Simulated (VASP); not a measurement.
Set up this calculation in VASP 6.6.1, as the native input.

```yaml
Task: single point
Functional: PBE
Potentials_or_basis: VASP PAW PBE potentials, release 64 (As_d, Ga_d, Sb_d_GW)
Cutoff: 600 eV
k_mesh: 6 × 6 × 6
Occupations: fermi-dirac, width 0.02 eV
Spin: no spin polarisation
Dipole_correction: no
Further_INCAR_settings: ALGO = Normal; EDIFF = 1e-06; NBANDS = 66
```

The structure of Ga2SbAs lies in POSCAR:

```
Ga2SbAs
1.0
   -2.9523697447      2.9523697447      5.8827502483
    2.9523697447     -2.9523697447      5.8827502483
    2.9523697447      2.9523697447     -5.8827502483
As Ga Sb
2 4 2
Direct
    0.0000000000      0.0000000000      0.0000000000
    0.2500000000      0.7500000000      0.5000000000
    0.6250000000      0.6496538607      0.5246538607
    0.8996538607      0.3750000000      0.0246538607
    0.1250000000      0.1003461393      0.4753461393
    0.3503461393      0.8750000000     -0.0246538607
    0.5000000000      0.5000000000      0.0000000000
    0.7500000000      0.2500000000      0.5000000000
```

These files were run (other wordings do the same):

INCAR

```
SYSTEM = Ga2SbAs
PREC = Accurate ; ENCUT = 600
EDIFF = 1E-6 ; ISMEAR = -1
SIGMA = 0.02 ; LREAL = .False.
LASPH = .True. ; NELM = 120
ALGO = Normal ; ISIF = 2
LWAVE = .False. ; LCHARG = .False.
GGA = PE ; NBANDS = 66
GGA_COMPAT = .False.
```

KPOINTS

```
regular mesh
0
Gamma
  6 6 6
  0 0 0
```

Potentials or basis: VASP PAW PBE potentials, release 64 (As_d, Ga_d, Sb_d_GW).

Command:

```console
$ cat potpaw_PBE.64/As_d/POTCAR potpaw_PBE.64/Ga_d/POTCAR potpaw_PBE.64/Sb_d_GW/POTCAR > POTCAR
$ mpirun -np 1 vasp_std > vasp.out
```

Results of the run:

```yaml
Pressure: 2.3 GPa
Largest_force: 0.005 eV/Å
Band_gap_on_the_k_mesh: 0.15 eV
```

Caveat: spin-orbit coupling is left out, which moves the levels of the heavy elements.

It took 14 min on 1 thread of Intel(R) Xeon(R) Platinum 8259CL CPU @ 2.50GHz (Skylake/Cascade Lake) (shared host), peak memory 0.8 GiB.
